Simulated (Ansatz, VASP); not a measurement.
AlN in VASP and in Ansatz

```
Al N
1.0
    -1.65675    2.86957    0.00000
     0.00000    0.00000    4.18746
     4.97025    2.86957    0.00000
Al N
4 4
Direct
  0.52274 0.75000 0.27565
  0.00000 0.75000 0.66667
  0.00000 0.25000 0.33333
  0.50000 0.25000 0.83333
  0.50000 0.25000 0.16667
  0.00000 0.25000 0.66667
  0.00000 0.75000 0.33333
  0.50000 0.75000 0.83333
```

Alike in both runs: task single point; functional PBE; k mesh 8 × 6 × 4; occupations gaussian, width 0.05 eV; no spin polarisation.

|  | VASP | Ansatz |
| --- | --- | --- |
| version | VASP 6.6.1 | Ansatz 0.2.0 |
| potentials or method | VASP PAW PBE potentials, release 64 (Al, N), cutoff 520 eV | scalar-relativistic, plane waves, PAW |
| valence electrons in the cell | 32 | 32 |

```tsv
	VASP	Ansatz	Ansatz less VASP
gap on the k mesh at the Fermi level (eV)	2.15	2.15	-0.007
least direct gap on the mesh (eV)	2.15	2.15	-0.007
pressure (GPa)	9.4	9.5	+0.07
traceless stress, the component that is largest in VASP (GPa)	14.71	14.64	-0.077
rms of the force components (eV/Å)	2.029	2.021	-0.0086
```

Atom by atom the forces differ by 0.012 eV/Å (rms over components). The functional is the same, so the differences come from potentials, cutoffs and numerics.
